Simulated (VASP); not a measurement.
Wanted: the native input for a VASP 6.6.1 run.

- Task: single point
- Functional: PBEsol
- Potentials or basis: VASP PAW PBE potentials, release 64 (Ba_sv, Ti_sv, O)
- Cutoff: 520 eV
- k mesh: 7 × 7 × 7
- Occupations: fermi-dirac, width 0.05 eV
- Spin: no spin polarisation
- Dipole correction: no
- Further INCAR settings: ALGO = Normal; EDIFF = 1e-06; NBANDS = 28

The structure of BaTiO3 lies in POSCAR:

```
BaTiO3
1.0
    3.9791132838      0.0000000000      0.0000000000
    0.0000000000      3.9791132838      0.0000000000
    0.0000000000      0.0000000000      3.9791132838
Ba Ti O
1 1 3
Direct
    0.5000000000      0.5000000000      0.5000000000
    0.0000000000      0.0000000000      0.0000000000
    0.0000000000      0.0000000000      0.5000000000
    0.0000000000      0.5000000000      0.0000000000
    0.5000000000      0.0000000000      0.0000000000
```

One way to write it, as run:

INCAR

```
PREC = Accurate
ENCUT = 520
EDIFF = 1E-6
ISMEAR = -1
SIGMA = 0.05
LREAL = False
LASPH = True
NELM = 100
ALGO = Normal
ISIF = 2
LWAVE = False
LCHARG = False
GGA = PS
NBANDS = 28
```

KPOINTS

```
Automatic mesh
0
Gamma
  7 7 7
```

Potentials or basis: VASP PAW PBE potentials, release 64 (Ba_sv, Ti_sv, O).

Command:

```bash
$ cat potpaw_PBE.64/Ba_sv/POTCAR potpaw_PBE.64/Ti_sv/POTCAR potpaw_PBE.64/O/POTCAR > POTCAR
$ mpirun -np 1 vasp_std > vasp.out
```

Results of the run:

- Pressure: 0.7 GPa
- Band gap on the k mesh: 1.80 eV, indirect (least direct gap 1.86 eV)

Caveat: the PAW data sets were made with another functional, which shifts forces and pressure a little; spin-orbit coupling is left out, which moves the levels of the heavy elements.

Wall time 18 s on 1 thread of Intel(R) Xeon(R) 6975P-C (Granite Rapids), with other jobs on the host, peak memory 0.18 GiB.
